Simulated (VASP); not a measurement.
# Ge (Cmmm) in VASP: relaxation of cell and atoms with PBE

Aim: the relaxation of cell and atoms of Ge with PBE.

Everything below comes from runs of VASP 6.6.1. Logs are shortened: lines on timing, memory, paths and dates and some standing lists are left out, and cuts for length are marked.

### 1 The cell of the first run

It takes space group Cmmm (No. 65, orthorhombic). The conventional cell has a = 3.955 Å, b = 9.710 Å, c = 3.953 Å, α = 90.00°, β = 90.00°, γ = 90.00°. Ge (site symmetry m2m) has 5 Ge at 2.50 to 3.32 Å within 3.4 Å. Ge (site symmetry mmm) has 4 Ge at 2.58 Å within 3.4 Å.

The cell was built from a structure type or drawn by symmetry, and may not be a known phase.

### 2 Relaxation of cell and atoms, PBE

File INCAR:

```
SYSTEM = Ge
PREC = Accurate ; ENCUT = 600
EDIFF = 1E-6 ; ISMEAR = 0
SIGMA = 0.1 ; LREAL = .False.
LASPH = .True. ; NELM = 100
ALGO = Fast ; ISIF = 3
LWAVE = .False. ; LCHARG = .False.
GGA = PE ; IBRION = 2
NSW = 100 ; EDIFFG = -0.01
```

File KPOINTS:

```
regular mesh
0
Gamma
  12 12 12
  0 0 0
```

File POSCAR:

```
Ge
1.0
    1.9775064053     -4.8550570641      0.0000000000
    1.9775064053      4.8550570641      0.0000000000
    0.0000000000      0.0000000000      3.9532201137
Ge
3
Direct
    0.1708852567      0.8291147433      0.0000000000
    0.8291147433      0.1708852567      0.0000000000
    0.0000000000      0.0000000000      0.5000000000
```

Potentials or basis: VASP PAW PBE potentials, release 64 (Ge_d).

Launch:

```sh
$ cat potpaw_PBE.64/Ge_d/POTCAR > POTCAR
$ mpirun -np 1 vasp_std > vasp.out
```

OUTCAR:

```text
SYSTEM = Ge
   PREC = Accurate
   ENCUT = 600
   EDIFF = 1E-6
   ISMEAR = 0
   LREAL = .False.
   LASPH = .True.
   NELM = 100
   ISIF = 3
   GGA = PE
   IBRION = 2
   NSW = 100
   EDIFFG = -0.01

 ion  position               nearest neighbor table
   1  0.171  0.829  0.000-   2 2.50   2 2.50   3 2.58   3 2.58
   2  0.829  0.171  0.000-   1 2.50   1 2.50   3 2.58   3 2.58
   3  0.000  0.000  0.500-   1 2.58   2 2.58   1 2.58   2 2.58

  LATTYP: Found a base centered orthorhombic cell.
 ALAT       =     3.9550128106
 B/A-ratio  =     2.4551410054
 C/A-ratio  =     0.9995467279

  Lattice vectors:

 A1 = (   1.9775064053,  -4.8550570641,   0.0000000000)
 A2 = (   1.9775064053,   4.8550570641,   0.0000000000)
 A3 = (   0.0000000000,   0.0000000000,   3.9532201137)

Analysis of symmetry for initial positions (statically):
=====================================================================
 Subroutine PRICEL returns:
 Original cell was already a primitive cell.

 Routine SETGRP: Setting up the symmetry group for a
 base centered orthorhombic supercell.

 Subroutine GETGRP returns: Found  8 space group operations
 (whereof  8 operations were pure point group operations)
 out of a pool of  8 trial point group operations.

The static configuration has the point symmetry D_2h.

Analysis of symmetry for dynamics (positions and initial velocities):
=====================================================================
 Subroutine PRICEL returns:
 Original cell was already a primitive cell.

 Routine SETGRP: Setting up the symmetry group for a
 base centered orthorhombic supercell.

 Subroutine GETGRP returns: Found  8 space group operations
 (whereof  8 operations were pure point group operations)
 out of a pool of  8 trial point group operations.

The dynamic configuration has the point symmetry D_2h.

 Subroutine INISYM returns: Found  8 space group operations
 (whereof  8 operations are pure point group operations),
 and found     1 'primitive' translations

----------------------------------------------------------------------------------------

                                     Primitive cell

  volume of cell :      75.9090

  direct lattice vectors                    reciprocal lattice vectors
     1.977506405 -4.855057064  0.000000000     0.252843682 -0.102985401  0.000000000
     1.977506405  4.855057064  0.000000000     0.252843682  0.102985401  0.000000000
     0.000000000  0.000000000  3.953220114     0.000000000  0.000000000  0.252958341

  length of vectors
     5.242338284  5.242338284  3.953220114     0.273012674  0.273012674  0.252958341

  position of ions in fractional coordinates (direct lattice)
     0.170885257  0.829114743  0.000000000
     0.829114743  0.170885257  0.000000000
     0.000000000  0.000000000  0.500000000

  ion indices of the primitive-cell ions
   primitive index   ion index
                 1           1
                 2           2
                 3           3

----------------------------------------------------------------------------------------

 KPOINTS: regular mesh

Automatic generation of k-mesh.
 Grid dimensions read from file:
 generate k-points for:   12   12   12

 Generating k-lattice:

  Cartesian coordinates                     Fractional coordinates (reciprocal lattice)
     0.021070307 -0.008582117  0.000000000     0.083333333 -0.000000000  0.000000000
     0.021070307  0.008582117  0.000000000    -0.000000000  0.083333333  0.000000000
     0.000000000  0.000000000  0.021079862     0.000000000  0.000000000  0.083333333

  Length of vectors
     0.022751056  0.022751056  0.021079862

  Shift w.r.t. Gamma in fractional coordinates (k-lattice)
     0.000000000  0.000000000  0.000000000

 Subroutine IBZKPT returns following result:
 ===========================================

 Found    301 irreducible k-points:

 Following reciprocal coordinates:
            Coordinates               Weight
  0.000000  0.000000  0.000000      1.000000
  0.083333  0.000000  0.000000      4.000000
  0.166667  0.000000  0.000000      4.000000
  0.250000  0.000000  0.000000      4.000000
  0.333333  0.000000  0.000000      4.000000
  0.416667 -0.000000  0.000000      4.000000
[... 16 lines left out ...]
  0.500000  0.166667  0.000000      4.000000
 -0.416667  0.166667  0.000000      4.000000
 [... further k-points ...]
   k-points           NKPTS =    301   k-points in BZ     NKDIM =    301   number of bands    NBANDS=     25
   number of dos      NEDOS =    301   number of ions     NIONS =      3
   total plane-waves  NPLWV =  56448
   dimension x,y,z NGX =    42 NGY =   42 NGZ =   32
   dimension x,y,z NGXF=    84 NGYF=   84 NGZF=   64
   ions per type =               3
   NGX,Y,Z   is equivalent  to a cutoff of  13.32, 13.32, 13.46 a.u.
   NGXF,Y,Z  is equivalent  to a cutoff of  26.64, 26.64, 26.91 a.u.
 SYSTEM =  Ge
   PREC   = accura    normal or accurate (medium, high low for compatibility)
   ISTART =      0    job   : 0-new  1-cont  2-samecut
   ICHARG =      2    charge: 1-file 2-atom 10-const
   ISPIN  =      1    spin polarized calculation?
   LNONCOLLINEAR =      F non collinear calculations
   LSORBIT =      F    spin-orbit coupling
   LASPH  =      T    aspherical Exc in radial PAW
   ENCUT  =  600.0 eV  44.10 Ry    6.64 a.u.  10.47 10.47  7.90*2*pi/ulx,y,z
   NELM   =    100;   NELMIN=  2; NELMDL= -5     # of ELM steps
   EDIFF  = 0.1E-05   stopping-criterion for ELM
   LREAL  =      F    real-space projection
   EDIFFG = -.1E-01   stopping-criterion for IOM
   NSW    =    100    number of steps for IOM
   IBRION =      2    ionic relax: 0-MD 1-quasi-New 2-CG
   NFREE  =      1    steps in history (QN), initial steepest desc. (CG)
   ISIF   =      3    stress and relaxation
   ISYM   =      2    0-nonsym 1-usesym 2-fastsym
   POTIM  = 0.5000    time-step for ionic-motion
   TEBEG  =    0.0;   TEEND  =   0.0 temperature during run
   PSTRESS=    0.0 pullay stress
   NELECT =      42.0000    total number of electrons
   NUPDOWN=      -1.0000    fix difference up-down
   EMIN   =  10.00;   EMAX   =-10.00  energy-range for DOS
   EFERMI =   0.00;   METHOD = LEGACY
   ISMEAR =     0;   SIGMA  =   0.10  broadening in eV -4-tet -1-fermi 0-gaus
   EFERMI_NEDOS =   21; number of points for ismear=-14 and -15
   IALGO  =     68    algorithm
   IMIX   =      4    mixing-type and parameters
     AMIX     =   0.40;   BMIX     =  1.00
     AMIX_MAG =   1.60;   BMIX_MAG =  1.00
  volume/ion in A,a.u.               =      25.30       170.75
  Fermi-wavevector in a.u.,A,eV,Ry     =   1.343982  2.539758 24.576042  1.806288
  Thomas-Fermi vector in A             =   2.472012
   LORBIT       =      0    0 simple, 1 ext, 2 COOP (PROOUT), +10 PAW based schemes
   GGA     = PE    functional components
   LHFCALC =     F    Hartree Fock is set to
   AEXX    =    0.0000 exact exchange contribution
   IVDW    =     0    specifies the selected vdW correction
   LEPSILON=     F    determine dielectric tensor
   LRPA    =     F    only Hartree local field effects (RPA)
 conjugate gradient relaxation of ions
 non-spin polarized calculation
 RMM-DIIS sequential band-by-band and
 Gauss-broadening in eV      SIGMA  =   0.10
  energy-cutoff  :      600.00
  volume of cell :       75.91
 maximum number of plane-waves:      2562
 NGX is ok and might be reduce to    42
   NGX = 21   NGY = 21   NGZ = 15

--------------------------------------- Ionic step        1  -------------------------------------------

 number of electron      42.0000011 magnetization

 Free energy of the ion-electron system (eV)
  ---------------------------------------------------
  ext. energy  EPLUGINS =         0.00000000
  ---------------------------------------------------
  free energy    TOTEN  =       -12.41864241 eV

  energy without entropy =      -12.41306977  energy(sigma->0) =      -12.41585609

------------------------ aborting loop because EDIFF is reached ----------------------------------------

  FORCE on cell =-STRESS in cart. coord.  units (eV):
  Direction    XX          YY          ZZ          XY          YZ          ZX
  --------------------------------------------------------------------------------------
  -------------------------------------------------------------------------------------
  Total       -0.1879862      0.3357212     -0.6701195      0.0000000      0.0000000      0.0000000
  in kB       -3.9677412      7.0859173    -14.1439149      0.0000000      0.0000000      0.0000000
  external PRESSURE =      -3.6752463 kB  Pullay stress =       0.0000000 kB

 VOLUME and BASIS-vectors are now :
 -----------------------------------------------------------------------------
  energy-cutoff  :      600.00
  volume of cell :       75.91
      direct lattice vectors                 reciprocal lattice vectors
     1.977506405 -4.855057064  0.000000000     0.252843682 -0.102985401  0.000000000
     1.977506405  4.855057064  0.000000000     0.252843682  0.102985401  0.000000000
     0.000000000  0.000000000  3.953220114     0.000000000  0.000000000  0.252958341
[... 223 lines left out ...]
 POSITION                                       TOTAL-FORCE (eV/Angst)
 -----------------------------------------------------------------------------------
      1.96387      3.24133      0.00000         0.000000      0.008305      0.000000
      1.96387     -3.24133      0.00000         0.000000     -0.008305     -0.000000
      0.00000     -0.00000      1.93040         0.000000      0.000000     -0.000000
 -----------------------------------------------------------------------------------
    total drift:                                0.000000     -0.000000      0.000000

  FREE ENERGIE OF THE ION-ELECTRON SYSTEM (eV)
  ---------------------------------------------------
  free  energy   TOTEN  =       -12.4318326288 eV

  energy  without entropy=      -12.4263563282  energy(sigma->0) =      -12.42909448

--------------------------------------- Ionic step        8  -------------------------------------------

 number of electron      41.9999997 magnetization

 Free energy of the ion-electron system (eV)
  ---------------------------------------------------
  ext. energy  EPLUGINS =         0.00000000
  ---------------------------------------------------
  free energy    TOTEN  =       -12.43185585 eV

  energy without entropy =      -12.42638039  energy(sigma->0) =      -12.42911812

 E-fermi :   3.8781     XC(G=0):  -9.5713

 val. band max:        3.8738134570   @ k =  -0.2500   0.0833   0.0000
 cond. band min:       3.8851016056   @ k =  -0.2500   0.0833   0.1667
 fundamental gap:      0.0112881486
 Fermi energy:         3.8780711194

 k-point     1 :       0.0000    0.0000    0.0000
  band No.  band energies     occupation
      1     -20.8228      2.00000
      2     -20.7908      2.00000
      3     -20.7681      2.00000
      4     -20.7432      2.00000
      5     -20.7295      2.00000
      6     -20.7036      2.00000
[... 17 lines left out ...]
     24       7.4123      0.00000
     25       8.4260      0.00000
[... 621 lines left out ...]
      3     -20.7491      2.00000
      4     -20.7433      2.00000
      5     -20.7357      2.00000
      6     -20.7171      2.00000
[... 17 lines left out ...]
     24       7.6895      0.00000
     25       8.3262      0.00000

 [... further k-points ...]
[... 5 lines left out ...]
  --------------------------------------------------------------------------------------
  -------------------------------------------------------------------------------------
  Total        0.0001815      0.0199146      0.0220566     -0.0000000      0.0000000      0.0000000
  in kB        0.0038810      0.4258439      0.4716471     -0.0000000      0.0000000      0.0000000
  external PRESSURE =       0.3004573 kB  Pullay stress =       0.0000000 kB

 VOLUME and BASIS-vectors are now :
 -----------------------------------------------------------------------------
  energy-cutoff  :      600.00
  volume of cell :       74.93
      direct lattice vectors                 reciprocal lattice vectors
     1.962564769 -4.943215885  0.000000000     0.254768662 -0.101148728  0.000000000
     1.962564769  4.943215885  0.000000000     0.254768662  0.101148728  0.000000000
     0.000000000  0.000000000  3.861615203     0.000000000  0.000000000  0.258958997

 POSITION                                       TOTAL-FORCE (eV/Angst)
 -----------------------------------------------------------------------------------
      1.96256      3.24206      0.00000         0.000000      0.002218      0.000000
      1.96256     -3.24206      0.00000         0.000000     -0.002218      0.000000
      0.00000     -0.00000      1.93081         0.000000      0.000000      0.000000
 -----------------------------------------------------------------------------------
    total drift:                                0.000000      0.000000     -0.000000

  FREE ENERGIE OF THE ION-ELECTRON SYSTEM (eV)
  ---------------------------------------------------
  free  energy   TOTEN  =       -12.4318558540 eV

  energy  without entropy=      -12.4263803876  energy(sigma->0) =      -12.42911812

 reached required accuracy - stopping structural energy minimisation
```

Run time: 64 min. Hardware: 1 thread of Oxide Virtual Turin-like, shared host; peak memory 0.6 GiB.

Results:

* Free energy: -12.4319 eV
* Relaxed volume: 24.98 Å³/atom
* Relaxed cell: a = 5.319 Å, b = 5.319 Å, c = 3.862 Å, α = 90.00°, β = 90.00°, γ = 136.69°
* Space group after relaxing (to 0.1 Å): Cmmm (No. 65)
* Energy gained by relaxing: 4.4 meV/atom
* Ionic steps: 8
* Pressure after relaxing: 0.0 GPa
* Band gap on the k mesh: zero (bands 21 and 22 overlap by 2.80 eV)

Forces on the atoms (eV/Å):
```
Ge   0.000  0.002  0.000
Ge   0.000 -0.002  0.000
Ge   0.000  0.000  0.000
```

The path:
```csv
step,energy change (eV),largest force (eV/Å),pressure (GPa),volume (Å³)
1,0.0000,0.0961,-0.37,75.91
2,-0.0083,0.0627,-0.01,75.27
3,-0.0120,0.0266,0.33,74.61
4,-0.0121,0.0190,0.39,74.49
5,-0.0131,0.0191,-0.23,75.12
6,-0.0132,0.0013,-0.02,74.94
7,-0.0132,0.0083,-0.02,74.95
8,-0.0132,0.0022,0.03,74.93
```

Final structure:
```
CELL_PARAMETERS angstrom
1.96256 -4.94322 0.00000
1.96256 4.94322 0.00000
0.00000 0.00000 3.86162
ATOMIC_POSITIONS crystal
Ge 0.17207 0.82793 0.00000
Ge 0.82793 0.17207 0.00000
Ge 0.00000 0.00000 0.50000
```

Levels at points of the mesh, in eV from the Fermi level:
| k point | band 18 | band 19 | band 20 | band 21 | band 22 | band 23 | band 24 | band 25 |
| --- | --- | --- | --- | --- | --- | --- | --- | --- |
| (0.00, 0.00, 0.00) | -6.32 | -1.94 | -0.91 | 0.61 | 1.19 | 2.34 | 3.53 | 4.55 |
| (0.50, 0.00, 0.00) | -5.78 | -3.43 | -0.99 | -0.12 | 0.33 | 1.83 | 4.02 | 4.82 |
| (0.50, 0.50, 0.00) | -1.77 | -1.46 | -0.82 | -0.64 | 0.09 | 1.79 | 3.19 | 4.07 |
| (0.00, 0.00, 0.50) | -4.73 | -3.58 | -2.33 | -0.53 | -0.43 | 2.24 | 3.28 | 3.99 |
| (0.50, 0.00, 0.50) | -7.69 | -3.66 | -3.17 | -1.32 | -0.85 | 1.01 | 3.86 | 3.90 |
| (0.50, 0.50, 0.50) | -7.68 | -4.59 | -0.76 | 1.83 | 1.96 | 2.01 | 4.42 | 5.08 |
